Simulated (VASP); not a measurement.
# NbN (I4/mmm) in VASP: a series of runs, part 2 of 2

VASP 6.6.1. Earlier steps stand in the parts before.

## Step 3: Electric field gradients, LDA (zz strain of +3 %)

INCAR reads:

```
SYSTEM = NbN
PREC = Accurate ; ENCUT = 520
EDIFF = 1E-8 ; ISMEAR = -1
SIGMA = 0.08 ; LREAL = .FALSE.
LASPH = .TRUE. ; NELM = 120
ALGO = Normal ; ISIF = 2
LWAVE = .FALSE. ; LCHARG = .FALSE.
GGA = CA ; LEFG = .TRUE.
NBANDS = 16 ; GGA_COMPAT = .FALSE.
```

KPOINTS reads:

```
Automatic mesh
0
G
  13 13 13
  0 0 0
```

POSCAR reads:

```
NbN
1.0
    0.0000000000      2.1945000000      2.2603350000
    2.1945000000      0.0000000000      2.2603350000
    2.1945000000      2.1945000000      0.0000000000
Nb N
1 1
Direct
    0.5000000000      0.5000000000      0.5000000000
    0.0000000000      0.0000000000      0.0000000000
```

Potentials or basis: VASP PAW LDA potentials, release 64 (Nb_sv, N).

Command:

```console
$ cat potpaw_LDA.64/Nb_sv/POTCAR potpaw_LDA.64/N/POTCAR > POTCAR
$ mpirun -np 1 vasp_std > vasp.out
```

OUTCAR:

```text
SYSTEM = NbN
   PREC = Accurate
   ENCUT = 520
   EDIFF = 1E-8
   ISMEAR = -1
   LREAL = .FALSE.
   LASPH = .TRUE.
   NELM = 120
   ISIF = 2
   GGA = CA

 ion  position               nearest neighbor table
   1  0.500  0.500  0.500-   2 2.19   2 2.19   2 2.19   2 2.19   2 2.26   2 2.26
   2  0.000  0.000  0.000-   1 2.19   1 2.19   1 2.19   1 2.19   1 2.26   1 2.26

  LATTYP: Found a body centered tetragonal cell.
 ALAT       =     3.1034916626
 C/A-ratio  =     1.4566399692

  Lattice vectors:

 A1 = (  -2.1945000000,   0.0000000000,   2.2603350000)
 A2 = (   2.1945000000,   0.0000000000,   2.2603350000)
 A3 = (   0.0000000000,   2.1945000000,  -2.2603350000)

Analysis of symmetry for initial positions (statically):
=====================================================================
 Subroutine PRICEL returns:
 Original cell was already a primitive cell.

 Routine SETGRP: Setting up the symmetry group for a
 body centered tetragonal supercell.

 Subroutine GETGRP returns: Found 16 space group operations
 (whereof 16 operations were pure point group operations)
 out of a pool of 16 trial point group operations.

The static configuration has the point symmetry D_4h.

Analysis of symmetry for dynamics (positions and initial velocities):
=====================================================================
 Subroutine PRICEL returns:
 Original cell was already a primitive cell.

 Routine SETGRP: Setting up the symmetry group for a
 body centered tetragonal supercell.

 Subroutine GETGRP returns: Found 16 space group operations
 (whereof 16 operations were pure point group operations)
 out of a pool of 16 trial point group operations.

The dynamic configuration has the point symmetry D_4h.

 Subroutine INISYM returns: Found 16 space group operations
 (whereof 16 operations are pure point group operations),
 and found     1 'primitive' translations

----------------------------------------------------------------------------------------

                                     Primitive cell

  volume of cell :      21.7708

  direct lattice vectors                    reciprocal lattice vectors
     0.000000000  2.194500000  2.260335000    -0.227842333  0.227842333  0.221206149
     2.194500000  0.000000000  2.260335000     0.227842333 -0.227842333  0.221206149
     2.194500000  2.194500000  0.000000000     0.227842333  0.227842333 -0.221206149

  length of vectors
     3.150388002  3.150388002  3.103491663     0.390840655  0.390840655  0.390840655

  position of ions in fractional coordinates (direct lattice)
     0.500000000  0.500000000  0.500000000
     0.000000000  0.000000000  0.000000000

  ion indices of the primitive-cell ions
   primitive index   ion index
                 1           1
                 2           2

----------------------------------------------------------------------------------------

 KPOINTS: Automatic mesh

Automatic generation of k-mesh.
 Grid dimensions read from file:
 generate k-points for:   13   13   13

 Generating k-lattice:
[... 64 lines left out ...]
   EDIFFG = 0.1E-06   stopping-criterion for IOM
   NSW    =      0    number of steps for IOM
   IBRION =     -1    ionic relax: 0-MD 1-quasi-New 2-CG
   NFREE  =      0    steps in history (QN), initial steepest desc. (CG)
   ISIF   =      2    stress and relaxation
   ISYM   =      2    0-nonsym 1-usesym 2-fastsym
   POTIM  = 0.5000    time-step for ionic-motion
   TEBEG  =    0.0;   TEEND  =   0.0 temperature during run
   PSTRESS=    0.0 pullay stress
   NELECT =      18.0000    total number of electrons
   NUPDOWN=      -1.0000    fix difference up-down
   EMIN   =  10.00;   EMAX   =-10.00  energy-range for DOS
   EFERMI =   0.00;   METHOD = LEGACY
   ISMEAR =    -1;   SIGMA  =   0.08  broadening in eV -4-tet -1-fermi 0-gaus
   EFERMI_NEDOS =   21; number of points for ismear=-14 and -15
   IALGO  =     38    algorithm
   IMIX   =      4    mixing-type and parameters
     AMIX     =   0.40;   BMIX     =  1.00
     AMIX_MAG =   1.60;   BMIX_MAG =  1.00
  volume/ion in A,a.u.               =      10.89        73.46
  Fermi-wavevector in a.u.,A,eV,Ry     =   1.536530  2.903620 32.122322  2.360924
  Thomas-Fermi vector in A             =   2.643166
   LORBIT       =      0    0 simple, 1 ext, 2 COOP (PROOUT), +10 PAW based schemes
   GGA     = CA    functional components
   LHFCALC =     F    Hartree Fock is set to
   AEXX    =    0.0000 exact exchange contribution
   IVDW    =     0    specifies the selected vdW correction
   LEPSILON=     F    determine dielectric tensor
   LRPA    =     F    only Hartree local field effects (RPA)
 non-spin polarized calculation
  energy-cutoff  :      520.00
  volume of cell :       21.77
 maximum number of plane-waves:       598
   NGX = 11   NGY = 11   NGZ = 11

 number of electron      18.0000002 magnetization

 Free energy of the ion-electron system (eV)
  ---------------------------------------------------
  ext. energy  EPLUGINS =         0.00000000
  ---------------------------------------------------
  free energy    TOTEN  =       -22.77883760 eV

  energy without entropy =      -22.75814452  energy(sigma->0) =      -22.76849106

 E-fermi :  13.3555     XC(G=0): -13.4902

 val. band max:       13.3523199083   @ k =  -0.2308   0.1538   0.0000
 cond. band min:      13.3566536351   @ k =   0.3077   0.1538   0.0769
 fundamental gap:      0.0043337268
 Fermi energy:        13.3555118021

 k-point     1 :       0.0000    0.0000    0.0000
  band No.  band energies     occupation
      1     -42.7224      2.00000
      2     -18.5682      2.00000
      3     -18.5638      2.00000
      4     -18.5638      2.00000
      5      -3.8678      2.00000
      6      10.0342      2.00000
[... 433 lines left out ...]
      3     -18.7737      2.00000
      4     -18.6844      2.00000
      5      -1.9411      2.00000
      6       5.2804      2.00000
[... 8 lines left out ...]
     15      24.9888      0.00000
     16      26.8191      0.00000

 [... further k-points ...]
[... 5 lines left out ...]
  --------------------------------------------------------------------------------------
  -------------------------------------------------------------------------------------
  Total       -1.5063067     -1.5063067     -3.3940892      0.0000000      0.0000000      0.0000000
  in kB     -110.8536571   -110.8536571   -249.7812604      0.0000000      0.0000000      0.0000000
  external PRESSURE =    -157.1628582 kB  Pullay stress =       0.0000000 kB

 VOLUME and BASIS-vectors are now :
 -----------------------------------------------------------------------------
  energy-cutoff  :      520.00
  volume of cell :       21.77
      direct lattice vectors                 reciprocal lattice vectors
     0.000000000  2.194500000  2.260335000    -0.227842333  0.227842333  0.221206149
     2.194500000  0.000000000  2.260335000     0.227842333 -0.227842333  0.221206149
     2.194500000  2.194500000  0.000000000     0.227842333  0.227842333 -0.221206149

 POSITION                                       TOTAL-FORCE (eV/Angst)
 -----------------------------------------------------------------------------------
      2.19450      2.19450      2.26033        -0.000000      0.000000     -0.000000
      0.00000      0.00000      0.00000         0.000000     -0.000000      0.000000
 -----------------------------------------------------------------------------------
    total drift:                                0.000000     -0.000000      0.000000

  FREE ENERGIE OF THE ION-ELECTRON SYSTEM (eV)
  ---------------------------------------------------
  free  energy   TOTEN  =       -22.7788375957 eV

  energy  without entropy=      -22.7581445200  energy(sigma->0) =      -22.76849106

 Electric field gradients (V/A^2)
---------------------------------------------------------------------
 ion       V_xx      V_yy      V_zz      V_xy      V_xz      V_yz
---------------------------------------------------------------------
   1     -26.269   -26.269    52.539     0.001     0.000     0.000
   2      -5.436    -5.436    10.872    -0.001    -0.001    -0.001
---------------------------------------------------------------------

 Electric field gradients after diagonalization (V/A^2)
 (convention: |V_zz| > |V_xx| > |V_yy|)
----------------------------------------------------------------------
 ion       V_xx      V_yy      V_zz     asymmetry (V_yy - V_xx)/ V_zz
----------------------------------------------------------------------
   1     -26.270   -26.269    52.539       0.000
   2      -5.437    -5.435    10.872       0.000
----------------------------------------------------------------------

           NMR quadrupolar parameters

 Cq : quadrupolar parameter    Cq=e*Q*V_zz/h
 eta: asymmetry parameters     (V_yy - V_xx)/ V_zz
 Q  : nuclear electric quadrupole moment in mb (millibarn)
----------------------------------------------------------------------
 ion       Cq(MHz)       eta       Q (mb)
----------------------------------------------------------------------
   1       0.127       0.000       1.000
   2       0.026       0.000       1.000
----------------------------------------------------------------------
```

OSZICAR:

```text
N       E                     dE             d eps       ncg     rms          rms(c)
DAV:   1     0.152595069517E+03    0.15260E+03   -0.10055E+04  6288   0.119E+03
DAV:   2    -0.166775587208E+02   -0.16927E+03   -0.16180E+03  7752   0.413E+02
DAV:   3    -0.261022622637E+02   -0.94247E+01   -0.92823E+01 11688   0.797E+01
DAV:   4    -0.262161909706E+02   -0.11393E+00   -0.11379E+00  7168   0.756E+00
DAV:   5    -0.262190046333E+02   -0.28137E-02   -0.28135E-02  9472   0.135E+00    0.124E+01
DAV:   6    -0.230357578152E+02    0.31832E+01   -0.94288E+00  9712   0.318E+01    0.481E+00
DAV:   7    -0.228126431389E+02    0.22311E+00   -0.70100E-01  8656   0.817E+00    0.263E+00
DAV:   8    -0.227852924716E+02    0.27351E-01   -0.19442E-01 10152   0.426E+00    0.948E-01
DAV:   9    -0.227795440106E+02    0.57485E-02   -0.30279E-02  9504   0.203E+00    0.437E-01
DAV:  10    -0.227789291325E+02    0.61488E-03   -0.26920E-03  9648   0.595E-01    0.944E-02
DAV:  11    -0.227788412729E+02    0.87860E-04   -0.26956E-04  8024   0.165E-01    0.340E-02
DAV:  12    -0.227788380537E+02    0.32192E-05   -0.13606E-05  8376   0.354E-02    0.878E-03
DAV:  13    -0.227788376147E+02    0.43900E-06   -0.29197E-06  9376   0.175E-02    0.311E-03
DAV:  14    -0.227788375993E+02    0.15431E-07   -0.24110E-07  8128   0.563E-03    0.698E-04
DAV:  15    -0.227788375957E+02    0.35325E-08   -0.12813E-08  5936   0.157E-03
   1 F= -.22778838E+02 E0= -.22768491E+02  d E =-.206931E-01
```

Wall time 48 s (1 thread of Intel Xeon 6975P-C, shared host); peak memory 0.18 GiB.

What came out:

| Property | Result |
| --- | --- |
| Free energy | -22.7788 eV |
| Pressure | -15.7 GPa |
| Band gap on the k mesh | zero (band 9 reaches 14.63 eV, above the bottom of band 10 at 11.51 eV) |

Stress tensor (GPa, compression positive):
```
-11.09   0.00   0.00
  0.00 -11.09   0.00
  0.00   0.00 -24.98
```

Levels at points of the mesh, in eV from the Fermi level:
| k point | band 5 | band 6 | band 7 | band 8 | band 9 | band 10 | band 11 | band 12 | band 13 | band 14 |
| --- | --- | --- | --- | --- | --- | --- | --- | --- | --- | --- |
| (0.00, 0.00, 0.00) | -17.22 | -3.32 | -3.20 | -3.20 | -2.17 | -1.84 | -1.84 | -0.42 | -0.01 | 3.20 |

Electric field gradients, principal values (V/Å²):
| atom | least | middle | greatest (by size) |
| --- | --- | --- | --- |
| 1 Nb | -26.269 | -26.270 | 52.539 |
| 2 N | -5.435 | -5.437 | 10.872 |

Caveat: the cell differs from its parent crystal (zz strain of +3 %); without QUAD_EFG the Cq values of the log hold for a quadrupole moment of 1 mb, not for the nuclei.
